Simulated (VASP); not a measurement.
## SnTe: single point with r2SCAN

The system is SnTe.

```xyz
2
Lattice="0.0000 3.1242 3.1242 3.1242 0.0000 3.1242 3.1242 3.1242 0.0000" Properties=species:S:1:pos:R:3 pbc="T T T"
Sn    0.0000    0.0000    0.0000
Te    3.1242    3.1242    3.1242
```

```yaml
Program: VASP 6.6.1
Task: single point
Functional: r2SCAN
Potentials_or_basis: VASP PAW PBE potentials, release 64 (Sn_d, Te)
Cutoff: 550 eV
k_mesh: 6 × 6 × 6
Occupations: fermi-dirac, width 0.02 eV
Spin: no spin polarisation
Dipole_correction: no
Further_INCAR_settings: ALGO = Normal; EDIFF = 1e-06; NBANDS = 17
```

The pressure is 3.0 GPa and the band gap on the k mesh is 0.06 eV.

Levels at points of the mesh, in eV from the valence-band top:
```
           k point  band 8  band 9  band 10  band 11  band 12  band 13
(0.00, 0.00, 0.00)   -2.67   -2.67    -2.67     3.39     3.39     3.39
(0.50, 0.00, 0.00)   -2.29   -2.29     0.00     0.06     0.13     0.13
(0.50, 0.50, 0.00)   -6.28   -4.36    -4.36     2.11     5.15     5.15
```

Wall time 31 s on 1 thread of Intel(R) Xeon(R) 6975P-C (Granite Rapids) (shared host), peak memory 0.21 GiB.

Caveat: the PAW data sets were made with another functional, which shifts forces and pressure a little; spin-orbit coupling is left out, which moves the levels of the heavy elements. A k mesh can miss the band edges.
